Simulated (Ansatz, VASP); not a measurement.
**Sn3C: VASP beside Ansatz**

```
CELL_PARAMETERS angstrom
4.49873 0.00000 0.00000
0.00000 4.49873 0.00000
0.00000 0.00000 4.49873
ATOMIC_POSITIONS crystal
Sn 0.00000 0.50000 0.50000
Sn 0.50000 0.00000 0.50000
Sn 0.50000 0.50000 0.00000
C 0.00000 0.00000 0.00000
```

Change from the starting cell: species swapped into the LaNd3 type (Pm-3m, No. 221).

Alike in both runs: functional PBE; k mesh 4 × 4 × 4; occupations gaussian, width 0.1 eV; no spin polarisation.

Ansatz relaxed the structure, and its values are those at the end. VASP's run is a single point on that final structure, the one shown.

|  | VASP | Ansatz |
| --- | --- | --- |
| version | VASP 6.6.1 | Ansatz 0.2.0 |
| potentials or method | VASP PAW PBE potentials, release 64 (Sn_d, C), cutoff 520 eV | scalar-relativistic, plane waves, PAW |
| valence electrons in the cell | 46 | 46 |

|  | VASP | Ansatz | Ansatz less VASP |
| --- | --- | --- | --- |
| gap on the k mesh at the Fermi level (eV) | none | none | - |
| pressure (GPa) | -0.1 | -0.1 | +0.05 |

A gap of «none» marks a metal or a gap that the smearing closes.
